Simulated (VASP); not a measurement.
ZnSe, 4 atoms in the cell. Symmetry: P4/nmm, No. 129, tetragonal system. Conventional cell: a = 4.148 Å, b = 4.148 Å, c = 5.696 Å, α = 90.00°, β = 90.00°, γ = 90.00°. Zn (site symmetry -4m2) has 4 Se at 2.70 Å and 4 Zn at 2.93 Å within 3.6 Å. Within 3.6 Å of Se (site symmetry 4mm) lie 4 Zn at 2.70 Å. 

| Item | Value |
| --- | --- |
| Program | VASP 6.6.1 |
| Task | single point |
| Functional | PBEsol |
| Potentials or basis | VASP PAW PBE potentials, release 64 (Zn, Se) |
| Cutoff | 520 eV |
| k mesh | 8 × 8 × 6 |
| Occupations | gaussian, width 0.05 eV |
| Spin | no spin polarisation |
| Dipole correction | no |
| Further INCAR settings | ALGO = Normal; EDIFF = 1e-07; NBANDS = 26 |

Potentials or basis: VASP PAW PBE potentials, release 64 (Zn, Se).

Command:

```sh
$ cat potpaw_PBE.64/Zn/POTCAR potpaw_PBE.64/Se/POTCAR > POTCAR
$ mpirun -np 1 vasp_std > vasp.out
```

Hardware: 1 thread of Intel(R) Xeon(R) 6975P-C (Granite Rapids), with other jobs on the host.

Question: Estimate the wall time of this run.

Answer: Run time: 45 s on 1 thread of Intel(R) Xeon(R) 6975P-C (Granite Rapids), with other jobs on the host, peak memory 0.28 GiB. Counts: scf iterations 14, k points 60.
